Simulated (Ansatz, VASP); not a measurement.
One calculation of WSe2, two programs

```
W Se
1.0
     3.18938    0.00000    0.00000
    -1.59469    2.76209    0.00000
     0.00000    0.00000    7.40479
W Se
1 2
Cartesian
  0.0000 0.0000 0.0000
  0.0000 1.8414 2.0455
  0.0000 1.8414 5.3593
```

Alike in both runs: task single point; functional PBE; dispersion D3(BJ); k mesh 9 × 9 × 4; occupations gaussian, width 0.05 eV; no spin polarisation.

|  | VASP | Ansatz |
| --- | --- | --- |
| version | VASP 6.6.1 | Ansatz 0.2.0 |
| potentials or method | VASP PAW PBE potentials, release 64 (W_sv, Se), cutoff 520 eV | scalar-relativistic, plane waves, PAW |
| valence electrons in the cell | 26 | 46 |

Ansatz gave:

- gap on the k mesh at the Fermi level (eV): none
- pressure (GPa): -14.7
- traceless stress, the component that is largest in VASP (GPa): -20.07
- rms of the force components (eV/Å): 1.731

What did VASP give for the same quantities?

gap on the k mesh at the Fermi level (eV): none; pressure (GPa): -14.6; traceless stress, the component that is largest in VASP (GPa): -20.04; rms of the force components (eV/Å): 1.723.

Atom by atom the forces differ by 0.008 eV/Å (rms over components). A gap of «none» marks a metal or a gap that the smearing closes. VASP's potentials hold 26 valence electrons a cell and Ansatz's 46, so a difference there can come from the potentials and not from the codes.

Spin-orbit coupling is off throughout.
